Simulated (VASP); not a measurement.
Crystal: TiO2 (Anatase).

```
CELL_PARAMETERS angstrom
-1.89210 1.89210 4.66215
1.89210 -1.89210 4.66215
1.89210 1.89210 -4.66215
ATOMIC_POSITIONS crystal
Ti 0.75000 0.25000 0.50000
Ti 0.00000 0.00000 0.00000
O 0.79190 0.79190 0.00000
O 0.54190 0.04190 0.50000
O 0.95810 0.45810 0.50000
O 0.20810 0.20810 0.00000
```

```yaml
Program: VASP 6.6.1
Task: relaxation of the atoms
Functional: PBE
Potentials_or_basis: VASP PAW PBE potentials, release 64 (Ti_sv, O)
Cutoff: 520 eV
k_mesh: 8 × 8 × 8
Occupations: fermi-dirac, width 0.05 eV
Spin: no spin polarisation
```

At the start: pressure 11.1 GPa; volume 11.13 Å³/atom.

Q: Where does the relaxation end?

A: Over 3 steps the energy falls by 6.0 meV/atom; space group I4_1/amd (No. 141, to 0.05 Å).

The path:
| step | energy change (eV) | largest force (eV/Å) | pressure (GPa) |
| --- | --- | --- | --- |
| 1 | 0.0000 | 0.5656 | 11.07 |
| 2 | -0.0352 | 0.0891 | 9.21 |
| 3 | -0.0361 | 0.0007 | 8.87 |

Final structure:
```
Ti O
1.0
    -1.89210    1.89210    4.66215
     1.89210   -1.89210    4.66215
     1.89210    1.89210   -4.66215
Ti O
2 4
Direct
  0.75000 0.25000 0.50000
  0.00000 0.00000 0.00000
  0.78838 0.78838 0.00000
  0.53838 0.03838 0.50000
  0.96162 0.46162 0.50000
  0.21162 0.21162 0.00000
```
